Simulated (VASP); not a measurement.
PbSe (Clausthalite):

```
Pb Se
1.0
     0.00000    3.06065    3.06065
     3.06065    0.00000    3.06065
     3.06065    3.06065    0.00000
Pb Se
1 1
Direct
  0.00000 0.00000 0.00000
  0.50000 0.50000 0.50000
```

```yaml
Program: VASP 6.6.1
Task: relaxation of cell and atoms
Functional: PBE
Potentials_or_basis: VASP PAW PBE potentials, release 64 (Pb_d, Se)
Cutoff: 600 eV
k_mesh: 6 × 6 × 6
Occupations: gaussian, width 0.01 eV
Spin: no spin polarisation
```

At the start: pressure 2.4 GPa; volume 28.67 Å³/atom.

Question: Where does the relaxation end?

Answer: Over 3 steps the energy falls by 9.8 meV/atom and the volume is 30.03 Å³/atom (+4.7 %); space group Fm-3m (No. 225, to 0.05 Å).

Step by step:
```
step  energy change (eV)  largest force (eV/Å)  pressure (GPa)  volume (Å³)
   1              0.0000                0.0000            2.40        57.34
   2             -0.0175                0.0000           -0.69        60.98
   3             -0.0195                0.0000            0.02        60.05
```

Final structure:
```
Pb Se
1.0
     0.00000    3.10812    3.10812
     3.10812    0.00000    3.10812
     3.10812    3.10812    0.00000
Pb Se
1 1
Cartesian
  0.0000 0.0000 0.0000
  3.1081 3.1081 3.1081
```
